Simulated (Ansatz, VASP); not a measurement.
**One calculation of LaHfSb3, two programs**

INCAR

```
SYSTEM = LaHfSb3
PREC = Accurate ; ENCUT = 600
EDIFF = 1E-7 ; ISMEAR = 0
SIGMA = 0.1 ; LREAL = .False.
LASPH = .True. ; NELM = 100
ALGO = Normal ; ISIF = 3
LWAVE = .False. ; LCHARG = .False.
GGA = PE ; IBRION = 2
NSW = 90 ; EDIFFG = -0.04
```

KPOINTS

```
regular mesh
0
Gamma
  4 4 4
  0 0 0
```

File POSCAR:

```
LaHfSb3
1.0
    5.0184228000      0.0000000000      0.0000000000
    0.0000000000      5.0184228000      0.0000000000
    0.0000000000      0.0000000000      5.0184228000
La Hf Sb
1 1 3
Direct
    0.5000000000      0.5000000000      0.5000000000
    0.0000000000      0.0000000000      0.0000000000
    0.0000000000      0.5000000000      0.5000000000
    0.5000000000      0.0000000000      0.5000000000
    0.5000000000      0.5000000000      0.0000000000
```

Input for Ansatz:

```yaml
crystal:
  lattice:
    - [5.0184228, 0.0, 0.0]
    - [0.0, 5.0184228, 0.0]
    - [0.0, 0.0, 5.0184228]
  atoms:
    - { symbol: La, position: [0.5, 0.5, 0.5] }
    - { symbol: Hf, position: [0.0, 0.0, 0.0] }
    - { symbol: Sb, position: [0.0, 0.5, 0.5] }
    - { symbol: Sb, position: [0.5, 0.0, 0.5] }
    - { symbol: Sb, position: [0.5, 0.5, 0.0] }
basis:
  ecutwfc: 420
kpoints:
  mp_grid: { grid: [4, 4, 4] }
hamiltonian:
  xc: pbe
scf:
  occupations: { method: gaussian, width: 0.1 }
  lower_state_search: "off"
output:
  forces: true
  stress: true
  eigenvalues: true
relax:
  adjacent_minimum: "off"
  f_tol: 0.04
  max_steps: 70
  cell: { stress_tol: 0.4 }
```

Change from the starting cell: species swapped into the CeBPd3 type (Pm-3m, No. 221).

Alike in both runs: task relaxation of cell and atoms; functional PBE; k mesh 4 × 4 × 4; occupations gaussian, width 0.1 eV; no spin polarisation.

|  | VASP | Ansatz |
| --- | --- | --- |
| version | VASP 6.6.1 | Ansatz 0.2.0 |
| potentials or method | VASP PAW PBE potentials, release 64 (La, Hf_pv, Sb), cutoff 600 eV | scalar-relativistic, plane waves, PAW |
| valence electrons in the cell | 36 | 82 |

|  | VASP | Ansatz | Ansatz less VASP |
| --- | --- | --- | --- |
| gap on the k mesh at the Fermi level, each at its own relaxed structure (eV) | none | none | - |
| relaxed volume (Å³/atom) | 39.62 | 39.73 | +0.110 |
| relaxed length of the cell vector where the two differ most in proportion (Å) | 5.829 | 5.835 | +0.0054 |

A gap of «none» marks a metal or a gap that the smearing closes. VASP's potentials hold 36 valence electrons a cell and Ansatz's 82, so a difference there can come from the potentials and not from the codes.

Spin-orbit coupling is off throughout. Noted on VASP's run: the volume moved by over 15 % at a fixed basis, so the end points are rough.
